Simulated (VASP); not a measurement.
# Hf (P6_3/mmc) in VASP: relaxation of cell and atoms with PBE

Aim: the relaxation of cell and atoms of Hf with PBE.

Program: VASP 6.6.1. These are calculated values, not measurements. Logs are shortened: lines on timing, memory, paths and dates and some standing lists are left out, and cuts for length are marked.

### Step 1. The cell of the first run

The structure is hexagonal, space group P6_3/mmc (No. 194). The conventional cell has a = 3.205 Å, b = 3.205 Å, c = 5.068 Å, α = 90.00°, β = 90.00°, γ = 120.00°. Within 4.1 Å of Hf (site symmetry -6m2) lie 12 Hf at 3.14 to 3.20 Å.

### Step 2. Relaxation of cell and atoms, PBE

INCAR

```
PREC = Accurate ; ENCUT = 600
EDIFF = 1E-7 ; ISMEAR = 0
SIGMA = 0.1 ; LREAL = F
LASPH = T ; NELM = 60
ALGO = Fast ; ISIF = 3
LWAVE = F ; LCHARG = F
GGA = PE ; IBRION = 2
NSW = 80 ; EDIFFG = -0.015
```

KPOINTS

```
regular mesh
0
Gamma
  14 10 8
```

POSCAR

```
Hf
1.0
    1.6024045330      2.7754460654      0.0000000000
    0.0000000000      0.0000000000      5.0683690422
    4.8072135989     -2.7754460654      0.0000000000
Hf
4
Direct
    0.5000000000      0.2500000000      0.8333333333
    0.0000000000      0.2500000000      0.3333333333
    0.5000000000      0.7500000000      0.1666666667
    0.0000000000      0.7500000000      0.6666666667
```

Potentials or basis: VASP PAW PBE potentials, release 64 (Hf_pv).

Run with:

```bash
cat potpaw_PBE.64/Hf_pv/POTCAR > POTCAR
mpirun -np 1 vasp_std > vasp.out
```

OUTCAR:

```text
PREC = Accurate
   ENCUT = 600
   EDIFF = 1E-7
   ISMEAR = 0
   LREAL = F
   LASPH = T
   NELM = 60
   ISIF = 3
   GGA = PE
   IBRION = 2
   NSW = 80
   EDIFFG = -0.015

 ion  position               nearest neighbor table
   1  0.500  0.250  0.833-   4 3.14   4 3.14   4 3.14   4 3.14   3 3.14   3 3.14   2 3.20   2 3.20
                             2 3.20   2 3.20
   2  0.000  0.250  0.333-   3 3.14   3 3.14   3 3.14   3 3.14   4 3.14   4 3.14   1 3.20   1 3.20
                             1 3.20   1 3.20
   3  0.500  0.750  0.167-   2 3.14   2 3.14   2 3.14   2 3.14   1 3.14   1 3.14   4 3.20   4 3.20
                             4 3.20   4 3.20
   4  0.000  0.750  0.667-   1 3.14   1 3.14   1 3.14   1 3.14   2 3.14   2 3.14   3 3.20   3 3.20
                             3 3.20   3 3.20

  LATTYP: Found a simple orthorhombic cell.
 ALAT       =     3.2048090660
 B/A-ratio  =     1.5814886122
 C/A-ratio  =     1.7320508076

  Lattice vectors:

 A1 = (   1.6024045330,   2.7754460654,   0.0000000000)
 A2 = (   0.0000000000,   0.0000000000,   5.0683690422)
 A3 = (   4.8072135989,  -2.7754460654,   0.0000000000)

Analysis of symmetry for initial positions (statically):
=====================================================================
 Subroutine PRICEL returns following result:

  LATTYP: Found a hexagonal cell.
 ALAT       =     3.2048090660
 C/A-ratio  =     1.5814886122

  Lattice vectors:

 A1 = (   3.2048090660,   0.0000000000,   0.0000000000)
 A2 = (  -1.6024045329,   2.7754460654,   0.0000000000)
 A3 = (   0.0000000000,   0.0000000000,   5.0683690422)

   2 primitive cells build up your supercell.

 Routine SETGRP: Setting up the symmetry group for a
 simple orthorhombic supercell.

 Subroutine GETGRP returns: Found  8 space group operations
 (whereof  4 operations were pure point group operations)
 out of a pool of  8 trial point group operations.

The static configuration has the point symmetry C_2h.
 The point group associated with its full space group is D_2h.

Analysis of symmetry for dynamics (positions and initial velocities):
=====================================================================
 Subroutine PRICEL returns following result:

  LATTYP: Found a hexagonal cell.
 ALAT       =     3.2048090660
 C/A-ratio  =     1.5814886122

  Lattice vectors:

 A1 = (   3.2048090660,   0.0000000000,   0.0000000000)
[... 113 lines left out ...]
   EDIFF  = 0.1E-06   stopping-criterion for ELM
   LREAL  =      F    real-space projection
   EDIFFG = -.1E-01   stopping-criterion for IOM
   NSW    =     80    number of steps for IOM
   IBRION =      2    ionic relax: 0-MD 1-quasi-New 2-CG
   NFREE  =      1    steps in history (QN), initial steepest desc. (CG)
   ISIF   =      3    stress and relaxation
   ISYM   =      2    0-nonsym 1-usesym 2-fastsym
   POTIM  = 0.5000    time-step for ionic-motion
   TEBEG  =    0.0;   TEEND  =   0.0 temperature during run
   PSTRESS=    0.0 pullay stress
   NELECT =      40.0000    total number of electrons
   NUPDOWN=      -1.0000    fix difference up-down
   EMIN   =  10.00;   EMAX   =-10.00  energy-range for DOS
   EFERMI =   0.00;   METHOD = LEGACY
   ISMEAR =     0;   SIGMA  =   0.10  broadening in eV -4-tet -1-fermi 0-gaus
   EFERMI_NEDOS =   21; number of points for ismear=-14 and -15
   IALGO  =     68    algorithm
   IMIX   =      4    mixing-type and parameters
     AMIX     =   0.40;   BMIX     =  1.00
     AMIX_MAG =   1.60;   BMIX_MAG =  1.00
  volume/ion in A,a.u.               =      22.54       152.11
  Fermi-wavevector in a.u.,A,eV,Ry     =   1.248582  2.359478 21.210901  1.558957
  Thomas-Fermi vector in A             =   2.382662
   LORBIT       =      0    0 simple, 1 ext, 2 COOP (PROOUT), +10 PAW based schemes
   GGA     = PE    functional components
   LHFCALC =     F    Hartree Fock is set to
   AEXX    =    0.0000 exact exchange contribution
   IVDW    =     0    specifies the selected vdW correction
   LEPSILON=     F    determine dielectric tensor
   LRPA    =     F    only Hartree local field effects (RPA)
 conjugate gradient relaxation of ions
 non-spin polarized calculation
 RMM-DIIS sequential band-by-band and
 Gauss-broadening in eV      SIGMA  =   0.10
  energy-cutoff  :      600.00
  volume of cell :       90.16
 maximum number of plane-waves:      3046
 NGX is ok and might be reduce to    28
   NGX = 13   NGY = 21   NGZ = 23

--------------------------------------- Ionic step        1  -------------------------------------------

 number of electron      40.0000004 magnetization

 Free energy of the ion-electron system (eV)
  ---------------------------------------------------
  ext. energy  EPLUGINS =         0.00000000
  ---------------------------------------------------
  free energy    TOTEN  =       -39.70905862 eV

  energy without entropy =      -39.69544582  energy(sigma->0) =      -39.70225222

------------------------ aborting loop because EDIFF is reached ----------------------------------------

  FORCE on cell =-STRESS in cart. coord.  units (eV):
  Direction    XX          YY          ZZ          XY          YZ          ZX
  --------------------------------------------------------------------------------------
  -------------------------------------------------------------------------------------
  Total       -0.2488745     -0.2368988     -0.3367677      0.0103712      0.0000000      0.0000000
  in kB       -4.4223969     -4.2095951     -5.9842245      0.1842918      0.0000000      0.0000000
  external PRESSURE =      -4.8720722 kB  Pullay stress =       0.0000000 kB
[... 63 lines left out ...]
--------------------------------------- Ionic step        3  -------------------------------------------

 number of electron      40.0000003 magnetization

 Free energy of the ion-electron system (eV)
  ---------------------------------------------------
  ext. energy  EPLUGINS =         0.00000000
  ---------------------------------------------------
  free energy    TOTEN  =       -39.70968581 eV

  energy without entropy =      -39.69621221  energy(sigma->0) =      -39.70294901

 E-fermi :   4.9020     XC(G=0): -11.2694

 val. band max:        4.9018828764   @ k =   0.4286   0.4000   0.0000
 cond. band min:       4.9070869440   @ k =   0.3571   0.3000   0.0000
 fundamental gap:      0.0052040676
 Fermi energy:         4.9020369603

 k-point     1 :       0.0000    0.0000    0.0000
  band No.  band energies     occupation
      1     -26.1823      2.00000
      2     -26.0051      2.00000
      3     -25.8599      2.00000
      4     -25.8197      2.00000
      5     -25.6177      2.00000
      6     -25.5416      2.00000
[... 637 lines left out ...]
     23       5.3166      0.00000
     24       5.3166      0.00000

 [... further k-points ...]
[... 5 lines left out ...]
  --------------------------------------------------------------------------------------
  -------------------------------------------------------------------------------------
  Total        0.0160956      0.0225954     -0.0308073      0.0056290     -0.0000000      0.0000000
  in kB        0.2873097      0.4033322     -0.5499162      0.1004785     -0.0000000      0.0000000
  external PRESSURE =       0.0469086 kB  Pullay stress =       0.0000000 kB
[... 19 lines left out ...]
  FREE ENERGIE OF THE ION-ELECTRON SYSTEM (eV)
  ---------------------------------------------------
  free  energy   TOTEN  =       -39.7096858104 eV

  energy  without entropy=      -39.6962122124  energy(sigma->0) =      -39.70294901

 reached required accuracy - stopping structural energy minimisation
```

OSZICAR:

```text
N       E                     dE             d eps       ncg     rms          rms(c)
DAV:   1     0.163526636780E+03    0.16353E+03   -0.24770E+04 11536   0.178E+03
DAV:   2    -0.307426633379E+02   -0.19427E+03   -0.19208E+03 13552   0.384E+02
DAV:   3    -0.408879712407E+02   -0.10145E+02   -0.98824E+01 15880   0.488E+01
DAV:   4    -0.411490528580E+02   -0.26108E+00   -0.25690E+00 14168   0.767E+00
[... 36 lines left out ...]
RMM:   6    -0.397096838400E+02    0.82364E-05   -0.65408E-05 12416   0.489E-02    0.227E-02
RMM:   7    -0.397096863809E+02   -0.25409E-05   -0.20914E-05 15120   0.230E-02    0.338E-02
RMM:   8    -0.397096860465E+02    0.33442E-06   -0.25115E-06 11047   0.750E-03    0.158E-02
RMM:   9    -0.397096858206E+02    0.22586E-06   -0.10853E-06  9367   0.353E-03    0.148E-02
RMM:  10    -0.397096858104E+02    0.10186E-07   -0.30193E-07  7467   0.167E-03
   3 F= -.39709686E+02 E0= -.39702949E+02  d E =-.627185E-03
```

Wall time 23 min (1 thread of Oxide Virtual Turin-like, shared host); peak memory 0.56 GiB.

What came out:

```yaml
Free_energy: -39.7097 eV
Relaxed_volume: 22.44 Å³/atom
Relaxed_cell: a = 3.201 Å, b = 5.059 Å, c = 5.543 Å, α = 90.00°, β = 90.00°, γ = 90.00°
Space_group_after_relaxing_to_0.1_Å: P6_3/mmc (No. 194)
Energy_gained_by_relaxing: 0.2 meV/atom
Ionic_steps: 3
Pressure_after_relaxing: 0.0 GPa
```

Step by step:
| step | energy change (eV) | largest force (eV/Å) | pressure (GPa) | volume (Å³) |
| --- | --- | --- | --- | --- |
| 1 | 0.0000 | 0.0010 | -0.49 | 90.16 |
| 2 | 0.0003 | 0.0000 | 0.62 | 89.27 |
| 3 | -0.0006 | 0.0006 | 0.00 | 89.76 |

Final structure:
```
CELL_PARAMETERS angstrom
1.60037 2.77192 0.00000
0.00000 0.00000 5.05899
4.80048 -2.77156 0.00000
ATOMIC_POSITIONS crystal
Hf 0.50000 0.25000 0.83334
Hf 0.00000 0.25000 0.33334
Hf 0.50000 0.75000 0.16666
Hf 0.00000 0.75000 0.66666
```

Levels at points of the mesh, in eV from the Fermi level:
| k point | band 18 | band 19 | band 20 | band 21 | band 22 | band 23 |
| --- | --- | --- | --- | --- | --- | --- |
| (0.00, 0.00, 0.00) | -0.82 | 0.63 | 0.78 | 0.87 | 1.17 | 1.18 |
| (0.50, 0.00, 0.00) | -1.55 | -1.41 | -1.41 | 0.28 | 0.28 | 0.96 |
| (0.00, 0.50, 0.00) | -0.98 | 0.15 | 0.15 | 1.06 | 1.06 | 1.07 |
| (0.50, 0.50, 0.00) | -0.80 | -0.80 | -0.80 | -0.13 | -0.13 | -0.13 |
| (0.00, 0.00, 0.50) | -1.04 | -0.55 | -0.55 | 0.80 | 0.80 | 1.47 |
| (0.50, 0.00, 0.50) | -2.22 | -0.82 | -0.82 | 0.78 | 0.78 | 0.87 |
| (0.00, 0.50, 0.50) | -0.68 | -0.68 | -0.68 | 0.54 | 0.54 | 0.54 |
| (0.50, 0.50, 0.50) | -0.98 | -0.98 | -0.98 | 1.16 | 1.16 | 1.16 |

Caveat: the highest band is partly filled, so the run has too few bands; spin-orbit coupling is left out, which moves the levels of the heavy elements.
